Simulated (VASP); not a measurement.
## Si3C: single point with PBE

Crystal: Si3C.

```
Si C
1.0
     2.78939    0.00000    0.00000
     0.00000    2.78939    0.00000
     0.00000    0.00000    5.97483
Si C
3 1
Direct
  0.00000 0.00000 0.69683
  0.50000 0.50000 0.00000
  0.00000 0.00000 0.30317
  0.50000 0.50000 0.50000
```

| Property | Result |
| --- | --- |
| Program | VASP 6.6.1 |
| Task | single point |
| Functional | PBE |
| Potentials or basis | VASP PAW PBE potentials, release 64 (Si, C) |
| Cutoff | 520 eV |
| k mesh | 6 × 6 × 4 |
| Occupations | gaussian, width 0.1 eV |
| Spin | collinear spin |
| Starting moments | [0.0, 0.0, 0.0, 1.0] μB |

| Quantity | Value |
| --- | --- |
| Pressure | 0.0 GPa |
| Largest force | 0.004 eV/Å |
| Band gap on the k mesh | zero (filled and empty bands overlap) |
| Net moment | 0.00 μB per cell |
| Valence electrons inside the program's atomic spheres | Si 1.52, 1.56 (each value once); C 2.25 |

Forces on the atoms (eV/Å):
```
Si   0.000  0.000  0.004
Si   0.000  0.000  0.000
Si   0.000  0.000 -0.004
C    0.000  0.000  0.000
```

Stress tensor (GPa, compression positive):
```
 0.07  0.00  0.00
 0.00  0.07  0.00
 0.00  0.00 -0.06
```

Levels at points of the mesh, in eV from the Fermi level:
Spin up:
```tsv
k point	band 6	band 7	band 8	band 9	band 10	band 11
(0.00, 0.00, 0.00)	-1.46	0.02	1.51	3.79	3.93	3.93
(0.50, 0.00, 0.00)	-6.51	0.54	1.20	3.92	4.46	4.47
(0.50, 0.50, 0.00)	-3.40	-3.37	-3.37	-2.31	-2.31	-2.24
(0.00, 0.00, 0.50)	-1.41	0.91	3.04	3.04	3.90	4.71
(0.50, 0.00, 0.50)	-3.02	-2.99	-1.07	0.55	5.41	5.87
(0.50, 0.50, 0.50)	-4.96	-4.96	-4.08	-0.32	1.21	1.25
```
Spin down:
| k point | band 5 | band 6 | band 7 | band 8 | band 9 | band 10 | band 11 | band 12 |
| --- | --- | --- | --- | --- | --- | --- | --- | --- |
| (0.00, 0.00, 0.00) | -1.46 | -1.46 | 0.02 | 1.51 | 3.79 | 3.93 | 3.93 | 5.49 |
| (0.50, 0.00, 0.00) | -7.17 | -6.51 | 0.54 | 1.20 | 3.92 | 4.46 | 4.47 | 5.41 |
| (0.50, 0.50, 0.00) | -3.48 | -3.40 | -3.37 | -3.37 | -2.31 | -2.31 | -2.24 | -1.75 |
| (0.00, 0.00, 0.50) | -1.41 | -1.41 | 0.91 | 3.04 | 3.04 | 3.90 | 4.71 | 4.89 |
| (0.50, 0.00, 0.50) | -3.41 | -3.02 | -2.99 | -1.07 | 0.55 | 5.41 | 5.87 | 6.63 |
| (0.50, 0.50, 0.50) | -5.03 | -4.96 | -4.96 | -4.08 | -0.32 | 1.21 | 1.25 | 1.37 |

It took 34 s on 1 thread of Intel(R) Xeon(R) Platinum 8488C (Sapphire Rapids), on a shared host, peak memory 0.2 GiB.

Caveat: the k points lie up to 0.38 Å⁻¹ apart, too coarse for converged energies and pressures of a metal.
